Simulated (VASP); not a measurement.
# GaSb (F-43m) in VASP: notebook

The runs below take GaSb through relaxation of cell and atoms, with r2SCAN.

Program: VASP 6.6.1. These are calculated values, not measurements. Logs are shortened: lines on timing, memory, paths and dates and some standing lists are left out, and cuts for length are marked.

### Step 1. The cell of the first run

The structure is cubic, space group F-43m (No. 216). Conventional cell: a = 6.133 Å, b = 6.133 Å, c = 6.133 Å, α = 90.00°, β = 90.00°, γ = 90.00°. Within 3.5 Å of Ga (site symmetry -43m) lie 4 Sb at 2.66 Å. Within 3.5 Å of Sb (site symmetry -43m) lie 4 Ga at 2.66 Å.

### Step 2. Relaxation of cell and atoms, r2SCAN, target pressure 4 GPa, at which the enthalpy is minimised

File POSCAR:

```
GaSb
1.0
    3.0662848511      3.0662848511      0.0000000000
   -3.0662848511      3.0662848511      0.0000000000
    0.0000000000      3.0662848511      3.0662848511
Ga Sb
1 1
Direct
    0.0000000000      0.0000000000      0.0000000000
    0.7500000000      0.2500000000      0.5000000000
```

File INCAR.step1:

```
ALGO = Normal ; EDIFF = 1E-4
ENCUT = 600 ; GGA = PE
ISMEAR = 0 ; LASPH = T
LCHARG = F ; LREAL = F
LWAVE = T ; NELM = 100
PREC = Accurate ; SIGMA = 0.01
```

File INCAR.step2:

```
ALGO = Normal ; EDIFF = 1E-7
EDIFFG = -0.002 ; ENCUT = 600
IBRION = 2 ; ISIF = 3
ISMEAR = 0 ; ISTART = 1
LASPH = T ; LCHARG = F
LMIXTAU = T ; LREAL = F
LWAVE = F ; METAGGA = R2SCAN
NELM = 100 ; NSW = 100
PREC = Accurate ; PSTRESS = 40.0
SIGMA = 0.01
```

File KPOINTS:

```
k-points
0
Gamma
  6 6 6
```

Potentials or basis: VASP PAW PBE potentials, release 64 (Ga_d, Sb).

Command:

```sh
$ cat potpaw_PBE.64/Ga_d/POTCAR potpaw_PBE.64/Sb/POTCAR > POTCAR
$ cp INCAR.step1 INCAR
$ mpirun -np 1 vasp_std > vasp.out
$ cp INCAR.step2 INCAR
$ mpirun -np 1 vasp_std > vasp.out
```

OUTCAR:

```text
EDIFF = 1E-7
   EDIFFG = -0.002
   ENCUT = 600
   IBRION = 2
   ISIF = 3
   ISMEAR = 0
   ISTART = 1
   LASPH = T
   LREAL = F
   METAGGA = R2SCAN
   NELM = 100
   NSW = 100
   PREC = Accurate
   PSTRESS = 40.0

 ion  position               nearest neighbor table
   1  0.000  0.000  0.000-   2 2.66   2 2.66   2 2.66   2 2.66
   2  0.750  0.250  0.500-   1 2.66   1 2.66   1 2.66   1 2.66

  LATTYP: Found a face centered cubic cell.
 ALAT       =     6.1325697022

  Lattice vectors:

 A1 = (   0.0000000000,   3.0662848511,   3.0662848511)
 A2 = (   3.0662848511,   0.0000000000,   3.0662848511)
 A3 = (   3.0662848511,   3.0662848511,   0.0000000000)

Analysis of symmetry for initial positions (statically):
=====================================================================
 Subroutine PRICEL returns:
 Original cell was already a primitive cell.

 Routine SETGRP: Setting up the symmetry group for a
 face centered cubic supercell.

 Subroutine GETGRP returns: Found 24 space group operations
 (whereof 24 operations were pure point group operations)
 out of a pool of 48 trial point group operations.

The static configuration has the point symmetry T_d .

Analysis of symmetry for dynamics (positions and initial velocities):
=====================================================================
 Subroutine PRICEL returns:
 Original cell was already a primitive cell.

 Routine SETGRP: Setting up the symmetry group for a
 face centered cubic supercell.

 Subroutine GETGRP returns: Found 24 space group operations
 (whereof 24 operations were pure point group operations)
 out of a pool of 48 trial point group operations.

The dynamic configuration has the point symmetry T_d .

 Subroutine INISYM returns: Found 24 space group operations
 (whereof 24 operations are pure point group operations),
 and found     1 'primitive' translations

----------------------------------------------------------------------------------------

                                     Primitive cell

  volume of cell :      57.6591

  direct lattice vectors                    reciprocal lattice vectors
     3.066284851  3.066284851  0.000000000     0.163063781  0.163063781 -0.163063781
    -3.066284851  3.066284851  0.000000000    -0.163063781  0.163063781 -0.163063781
     0.000000000  3.066284851  3.066284851     0.000000000  0.000000000  0.326127561

  length of vectors
     4.336381623  4.336381623  4.336381623     0.282434753  0.282434753  0.326127561

[... 94 lines left out ...]
  Thomas-Fermi vector in A             =   2.247116
   LORBIT       =      0    0 simple, 1 ext, 2 COOP (PROOUT), +10 PAW based schemes
   METAGGA = R2SCAN    functional components
   LHFCALC =     F    Hartree Fock is set to
   AEXX    =    0.0000 exact exchange contribution
   IVDW    =     0    specifies the selected vdW correction
   LEPSILON=     F    determine dielectric tensor
   LRPA    =     F    only Hartree local field effects (RPA)
 conjugate gradient relaxation of ions
 non-spin polarized calculation
 Gauss-broadening in eV      SIGMA  =   0.01
  energy-cutoff  :      600.00
  volume of cell :       57.66
 maximum number of plane-waves:      1964
 NGX is ok and might be reduce to    36
   NGX = 17   NGY = 17   NGZ = 17

--------------------------------------- Ionic step        1  -------------------------------------------

 number of electron      18.0000003 magnetization

 Free energy of the ion-electron system (eV)
  ---------------------------------------------------
  ext. energy  EPLUGINS =         0.00000000
  ---------------------------------------------------
  free energy    TOTEN  =       -37.57994822 eV

  energy without entropy =      -37.57994822  energy(sigma->0) =      -37.57994822

------------------------ aborting loop because EDIFF is reached ----------------------------------------

  FORCE on cell =-STRESS in cart. coord.  units (eV):
  Direction    XX          YY          ZZ          XY          YZ          ZX
  --------------------------------------------------------------------------------------
  -------------------------------------------------------------------------------------
  Total        0.0109574      0.0109574      0.0109574      0.0000000      0.0000000     -0.0000000
  in kB        0.3044732      0.3044732      0.3044732      0.0000000      0.0000000     -0.0000000
  external PRESSURE =     -39.6955268 kB  Pullay stress =      40.0000000 kB
[... 25 lines left out ...]
--------------------------------------- Ionic step        2  -------------------------------------------

 number of electron      17.9999996 magnetization

 E-fermi :   5.8071     XC(G=0): -10.1816

 val. band max:        5.7654813019   @ k =   0.0000   0.0000   0.0000
 cond. band min:       6.6867529038   @ k =   0.5000   0.0000   0.0000
 fundamental gap:      0.9212716019
 Fermi energy:         5.8070637941

 k-point     1 :       0.0000    0.0000    0.0000
  band No.  band energies     occupation
      1      -9.9680      2.00000
      2      -9.9679      2.00000
      3      -9.9679      2.00000
      4      -9.8928      2.00000
      5      -9.8928      2.00000
      6      -6.9251      2.00000
      7       5.7655      2.00000
      8       5.7655      2.00000
      9       5.7655      2.00000
     10       6.9866      0.00000
     11       8.6935      0.00000
     12       8.6936      0.00000
     13       8.6936      0.00000
[... 309 lines left out ...]
  energy  without entropy=      -37.5381276392  energy(sigma->0) =      -37.53812764

  enthalpy is  TOTEN    =       -36.1870298061 eV   P V=        1.3510978332

[... ionic steps 4 to 14 ...]

--------------------------------------- Ionic step       15  -------------------------------------------

 number of electron      18.0000001 magnetization

------------------------ aborting loop because EDIFF is reached ----------------------------------------
[... 71 lines left out ...]
--------------------------------------- Ionic step       17  -------------------------------------------

 number of electron      18.0000001 magnetization

 Free energy of the ion-electron system (eV)
  ---------------------------------------------------
  ext. energy  EPLUGINS =         0.00000000
  ---------------------------------------------------
  free energy    TOTEN  =       -37.53823110 eV

  energy without entropy =      -37.53823110  energy(sigma->0) =      -37.53823110

 E-fermi :   5.3613     XC(G=0):  -9.9816

 val. band max:        5.2919940049   @ k =   0.0000   0.0000   0.0000
 cond. band min:       6.1082976901   @ k =   0.5000   0.0000   0.0000
 fundamental gap:      0.8163036852
 Fermi energy:         5.3612765007

 k-point     1 :       0.0000    0.0000    0.0000
  band No.  band energies     occupation
      1     -10.3362      2.00000
      2     -10.3362      2.00000
      3     -10.3362      2.00000
      4     -10.2694      2.00000
      5     -10.2693      2.00000
      6      -7.0625      2.00000
      7       5.2920      2.00000
      8       5.2920      2.00000
      9       5.2920      2.00000
     10       6.1771      0.00000
     11       8.2440      0.00000
     12       8.2441      0.00000
     13       8.2441      0.00000
[... 271 lines left out ...]
  energy  without entropy=      -37.5382310984  energy(sigma->0) =      -37.53823110

  enthalpy is  TOTEN    =       -36.1870295340 eV   P V=        1.3512015645

 reached required accuracy - stopping structural energy minimisation
```

OUTCAR.step1:

```text
EDIFF = 1E-4
   ENCUT = 600
   GGA = PE
   ISMEAR = 0
   LASPH = T
[... 466 lines left out ...]
 -----------------------------------------------------------------------------------
      0.00000      0.00000      0.00000         0.000000      0.000000      0.000000
      1.53314      4.59943      1.53314        -0.000000     -0.000000     -0.000000
 -----------------------------------------------------------------------------------
    total drift:                               -0.000001     -0.000000      0.000000

  FREE ENERGIE OF THE ION-ELECTRON SYSTEM (eV)
  ---------------------------------------------------
  free  energy   TOTEN  =        -7.3266066094 eV

  energy  without entropy=       -7.3265346439  energy(sigma->0) =       -7.32657063
```

OSZICAR.step1:

```text
N       E                     dE             d eps       ncg     rms          rms(c)
DAV:   1     0.798791582592E+02    0.79879E+02   -0.91544E+03   424   0.177E+03
DAV:   2    -0.920143759903E+00   -0.80799E+02   -0.78938E+02   451   0.341E+02
DAV:   3    -0.726678370777E+01   -0.63466E+01   -0.63160E+01   506   0.771E+01
DAV:   4    -0.737910340379E+01   -0.11232E+00   -0.11227E+00   484   0.113E+01
DAV:   5    -0.738223536067E+01   -0.31320E-02   -0.31319E-02   496   0.171E+00    0.319E+00
DAV:   6    -0.733797059747E+01    0.44265E-01   -0.76677E-02   618   0.487E+00    0.190E+00
DAV:   7    -0.732495699773E+01    0.13014E-01   -0.41141E-02   451   0.183E+00    0.368E-01
DAV:   8    -0.732605837874E+01   -0.11014E-02   -0.45882E-03   500   0.879E-01    0.735E-02
DAV:   9    -0.732656882294E+01   -0.51044E-03   -0.79776E-04   454   0.212E-01    0.311E-02
DAV:  10    -0.732660660937E+01   -0.37786E-04   -0.51521E-05   358   0.712E-02
   1 F= -.73266066E+01 E0= -.73265706E+01  d E =-.719654E-04
```

Wall time 12 min (1 thread of AMD EPYC 9R45 (Zen 5), shared host); peak memory 0.2 GiB.

What came out:

```yaml
Free_energy: -37.5382 eV
Relaxed_volume: 27.06 Å³/atom
Relaxed_cell: a = 4.246 Å, b = 4.246 Å, c = 4.246 Å, α = 60.00°, β = 60.00°, γ = 90.00°
Space_group_after_relaxing_to_0.05_Å: F-43m (No. 216)
Energy_change_on_relaxing_the_enthalpy_is_what_falls: +20.9 meV/atom
Ionic_steps: 17
Pressure_after_relaxing: 4.0 GPa
Band_gap_on_the_k_mesh: 0.82 eV, indirect (least direct gap 0.89 eV)
```

The path:
```csv
step,energy change (eV),largest force (eV/Å),pressure (GPa),volume (Å³)
1,0.0000,0.0000,0.03,57.66
2,0.1188,0.0000,7.27,51.90
3,0.0418,0.0000,4.01,54.12
4,0.0401,0.0000,3.92,54.19
5,0.0402,0.0000,3.91,54.19
6,0.0403,0.0000,3.96,54.18
7,0.0403,0.0000,3.93,54.18
8,0.0403,0.0000,3.93,54.18
9,0.0403,0.0000,3.93,54.18
10,0.0404,0.0000,3.93,54.18
11,0.0404,0.0000,3.93,54.17
12,0.0406,0.0000,3.98,54.17
13,0.0406,0.0000,3.95,54.17
14,0.0407,0.0000,3.94,54.16
15,0.0408,0.0000,3.96,54.16
16,0.0411,0.0000,3.98,54.15
17,0.0417,0.0000,4.01,54.12
```

Final structure:
```yaml
crystal:
  lattice:
    - [3.00225, 3.00225, 0.00000]
    - [-3.00225, 3.00225, 0.00000]
    - [0.00000, 3.00225, 3.00225]
  atoms:
    - { symbol: Ga, position: [0.00000, 0.00000, 0.00000] }
    - { symbol: Sb, position: [0.75000, 0.25000, 0.50000] }
```

Levels at points of the mesh, in eV from the valence-band top:
| k point | band 5 | band 6 | band 7 | band 8 | band 9 | band 10 | band 11 | band 12 | band 13 |
| --- | --- | --- | --- | --- | --- | --- | --- | --- | --- |
| (0.00, 0.00, 0.00) | -15.56 | -12.35 | 0.00 | 0.00 | 0.00 | 0.89 | 2.95 | 2.95 | 2.95 |
| (0.50, 0.00, 0.00) | -15.56 | -10.48 | -6.89 | -1.31 | -1.31 | 0.82 | 4.00 | 4.00 | 6.89 |
| (0.50, 0.50, 0.00) | -15.56 | -9.50 | -7.33 | -2.91 | -2.91 | 1.05 | 1.37 | 9.65 | 9.65 |

Caveat: the cell is relaxed towards a set pressure, so the enthalpy falls and the energy may rise; the PAW data sets were made with another functional, which shifts forces and pressure a little; spin-orbit coupling is left out, which moves the levels of the heavy elements. A k mesh can miss the band edges.

(Part 1 of 2 ends here.)
